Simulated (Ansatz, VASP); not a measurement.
**CaO in VASP and in Ansatz**

INCAR

```
SYSTEM = CaO
ALGO     = Normal         ! electronic algorithm
EDIFF    = 1E-8           ! SCF threshold, eV
ENCUT    = 520            ! plane-wave cutoff, eV
GGA      = PE             ! functional
ISIF     = 2              ! what is computed and relaxed
ISMEAR   = -1             ! smearing method
LASPH    = .True.         ! aspherical terms in the spheres
LCHARG   = .False.        ! write CHGCAR
LEFG     = .True.       
LREAL    = .False.        ! projectors in reciprocal space
LWAVE    = .False.        ! write WAVECAR
NBANDS   = 15             ! bands
NELM     = 80             ! most SCF steps
PREC     = Accurate       ! precision mode
SIGMA    = 0.05           ! smearing width, eV
```

KPOINTS

```
k-points
0
Gamma
  12 12 12
  0 0 0
```

POSCAR

```
CaO
1.0
    0.0000000000      2.3990552534      2.3990552534
    2.3990552534      0.0000000000      2.3990552534
    2.3990552534      2.3990552534      0.0000000000
Ca O
1 1
Direct
    0.0000000000      0.0000000000      0.0000000000
    0.5000000000      0.5000000000      0.5000000000
```

Input for Ansatz:

```yaml
crystal:
  lattice:
    - [0.0, 2.3990552534, 2.3990552534]
    - [2.3990552534, 0.0, 2.3990552534]
    - [2.3990552534, 2.3990552534, 0.0]
  atoms:
    - { symbol: Ca, position: [0.0, 0.0, 0.0] }
    - { symbol: O, position: [0.5, 0.5, 0.5] }
kpoints:
  mp_grid: { grid: [12, 12, 12] }
scf:
  occupations: { method: fermi_dirac, width: 0.05 }
hamiltonian:
  xc: pbe
  pseudopotentials: { kind: paw }
output:
  forces: true
  stress: true
  eigenvalues: true
  efg: { contact_densities: true }
```

Change from the starting cell: volume scaled by 0.98, PAW files.

Alike in both runs: task electric field gradients; functional PBE; k mesh 12 × 12 × 12; occupations fermi-dirac, width 0.05 eV; no spin polarisation.

|  | VASP | Ansatz |
| --- | --- | --- |
| version | VASP 6.6.1 | Ansatz 0.2.0 |
| potentials or method | VASP PAW PBE potentials, release 64 (Ca_sv, O) | PAW with Ansatz's default frozen-core files, scalar-relativistic |
| plane-wave cutoff (eV) | 520 | 420 |
| valence electrons in the cell | 16 | 16 |

|  | VASP | Ansatz | Ansatz less VASP |
| --- | --- | --- | --- |
| gap on the k mesh at the Fermi level (eV) | 3.63 | 3.65 | +0.020 |
| pressure (GPa) | 2.9 | 2.2 | -0.61 |

The functional is the same, so the differences come from potentials, cutoffs and numerics.
